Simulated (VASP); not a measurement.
LiH, 2 atoms in the cell. It takes space group Immm (No. 71, orthorhombic). The conventional cell has a = 2.852 Å, b = 2.909 Å, c = 4.074 Å, α = 90.00°, β = 90.00°, γ = 90.00°. Li (site symmetry mmm) has 6 H at 2.04 Å within 2.7 Å. Within 2.7 Å of H (site symmetry mmm) lie 6 Li at 2.04 Å. 

```yaml
Program: VASP 6.6.1
Task: single point
Functional: PBEsol
Potentials_or_basis: VASP PAW PBE potentials, release 64 (Li_sv, H)
Cutoff: 520 eV
k_mesh: 9 × 9 × 9
Occupations: fermi-dirac, width 0.05 eV
Spin: no spin polarisation
Dipole_correction: no
Further_INCAR_settings: ALGO = Normal; EDIFF = 1e-06; NBANDS = 9
```

Potentials or basis: VASP PAW PBE potentials, release 64 (Li_sv, H).

Run with:

```sh
$ cat potpaw_PBE.64/Li_sv/POTCAR potpaw_PBE.64/H/POTCAR > POTCAR
$ mpirun -np 1 vasp_std > vasp.out
```

Hardware: 1 thread of Intel Xeon 8259CL (shared host).

Task: Estimate the wall time of this run.

Result: It took 21 s on 1 thread of Intel Xeon 8259CL, with other jobs on the host, peak memory 0.14 GiB. Counts: scf iterations 10, k points 125.
